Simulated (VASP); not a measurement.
Set up this calculation in VASP 6.6.1, as the native input.

- Task: single point
- Functional: LDA
- Potentials or basis: VASP PAW PBE potentials, release 64 (Lu)
- Cutoff: 520 eV
- k mesh: 13 × 13 × 8
- Occupations: fermi-dirac, width 0.03 eV
- Spin: no spin polarisation
- Dipole correction: no
- Further INCAR settings: ALGO = Normal; EDIFF = 1e-07; NBANDS = 32

The structure of Lu lies in POSCAR:

```
Lu
1.0
    3.5560870662      0.0000000000      0.0000000000
   -1.7780435331      3.0796617375      0.0000000000
    0.0000000000      0.0000000000      5.6398531373
Lu
2
Direct
    0.3333333333      0.6666666667      0.2500000000
    0.6666666667      0.3333333333      0.7500000000
```

One way to write it, as run:

INCAR

```
SYSTEM = Lu
ALGO = Normal
EDIFF = 1E-7
ENCUT = 520
GGA = CA
ISIF = 2
ISMEAR = -1
LASPH = .TRUE.
LCHARG = .TRUE.
LELF = .TRUE.
LREAL = .FALSE.
LVHAR = .TRUE.
LWAVE = .FALSE.
NBANDS = 32
NELM = 60
PREC = Accurate
SIGMA = 0.03
```

KPOINTS

```
k-points
0
G
  13 13 8
  0 0 0
```

Potentials or basis: VASP PAW PBE potentials, release 64 (Lu).

Command:

```sh
$ cat potpaw_PBE.64/Lu/POTCAR > POTCAR
$ mpirun -np 1 vasp_std > vasp.out
```

Results of the run:

| Item | Value |
| --- | --- |
| Pressure | -6.9 GPa |
| Band gap on the k mesh | zero (bands 25 and 26 overlap by 1.62 eV) |

Caveat: the cell stands under tension; the PAW data sets were made with another functional, which shifts forces and pressure a little; spin-orbit coupling is left out, which moves the levels of the heavy elements.

It took 5 min on 1 thread of Intel Xeon 8259CL (shared host), peak memory 0.29 GiB.
